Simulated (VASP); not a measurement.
Crystal: TiB2.

```
Ti B
1.0
     0.00000    2.38000    2.38000
     2.38000    0.00000    2.38000
     2.38000    2.38000    0.00000
Ti B
1 2
Direct
  0.00000 0.00000 0.00000
  0.25000 0.25000 0.25000
  0.75000 0.75000 0.75000
```

```yaml
Program: VASP 6.6.1
Task: relaxation of cell and atoms
Functional: PBEsol
Potentials_or_basis: VASP PAW PBE potentials, release 64 (Ti_sv, B)
Cutoff: 500 eV
k_mesh: 9 × 9 × 9
Occupations: fermi-dirac, width 0.05 eV
Spin: no spin polarisation
```

At the start: pressure 38.7 GPa; volume 8.99 Å³/atom.

**Question.** Where does the relaxation end?

**Answer.** Over 3 steps the energy falls by 180.4 meV/atom and the volume is 10.72 Å³/atom (+19.2 %); space group Fm-3m (No. 225, to 0.1 Å) before and after.

The path:
```
step  energy change (eV)  largest force (eV/Å)  pressure (GPa)  volume (Å³)
   1              0.0000                0.0000           38.65        26.96
   2             -0.3132                0.0000          -15.62        36.34
   3             -0.5413                0.0000           -0.19        32.15
```

Final structure:
```
CELL_PARAMETERS angstrom
0.00000 2.52365 2.52365
2.52365 0.00000 2.52365
2.52365 2.52365 0.00000
ATOMIC_POSITIONS crystal
Ti 0.00000 0.00000 0.00000
B 0.25000 0.25000 0.25000
B 0.75000 0.75000 0.75000
```

Caveat: the volume moved by over 15 % at a fixed basis, so the end points are rough; the PAW data sets were made with another functional, which shifts forces and pressure a little.
